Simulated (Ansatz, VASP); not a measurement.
**One calculation of Hf, two programs**

The input INCAR:

```
PREC = Accurate
ENCUT = 520
EDIFF = 1E-6
ISMEAR = 0
SIGMA = 0.1
LREAL = F
LASPH = T
NELM = 100
ALGO = Normal
ISIF = 2
LWAVE = F
LCHARG = F
GGA = PE
NBANDS = 22
```

The input KPOINTS:

```
Automatic mesh
0
Gamma
  6 6 6
```

Contents of POSCAR:

```
Hf
1.0
    4.9623295440      0.0000000000      0.0000000000
   -2.4811647720      4.2975034470      0.0000000000
    0.0000000000      0.0000000000      3.0862322500
Hf
3
Direct
    0.6666666700      0.3333333300      0.5000000000
    0.3333333300      0.6666666700      0.5000000000
    0.0000000000      0.0000000000      0.0000000000
```

Input for Ansatz:

```yaml
crystal:
  lattice:
    - [4.962329544, 0.0, 0.0]
    - [-2.481164772, 4.297503447, 0.0]
    - [0.0, 0.0, 3.08623225]
  atoms:
    - { symbol: Hf, position: [0.66666667, 0.33333333, 0.5] }
    - { symbol: Hf, position: [0.33333333, 0.66666667, 0.5] }
    - { symbol: Hf, position: [0.0, 0.0, 0.0] }
basis:
  ecutwfc: 420
kpoints:
  mp_grid: { grid: [6, 6, 6] }
hamiltonian:
  xc: pbe
scf:
  occupations: { method: gaussian, width: 0.1 }
  lower_state_search: "off"
output:
  forces: true
  stress: true
  eigenvalues: true
```

Alike in both runs: task single point; functional PBE; k mesh 6 × 6 × 6; occupations gaussian, width 0.1 eV; no spin polarisation.

```csv
,VASP,Ansatz
version,VASP 6.6.1,Ansatz 0.2.0
potentials or method,"VASP PAW PBE potentials, release 64 (Hf_pv), cutoff 520 eV","scalar-relativistic, plane waves, PAW"
valence electrons in the cell,30,78
```

```tsv
	VASP	Ansatz	Ansatz less VASP
gap on the k mesh at the Fermi level (eV)	none	none	-
pressure (GPa)	1.5	2.0	+0.47
traceless stress, the component that is largest in VASP (GPa)	0.44	0.33	-0.111
```

A gap of «none» marks a metal or a gap that the smearing closes. VASP's potentials hold 30 valence electrons a cell and Ansatz's 78, so a difference there can come from the potentials and not from the codes.

Spin-orbit coupling is off throughout.
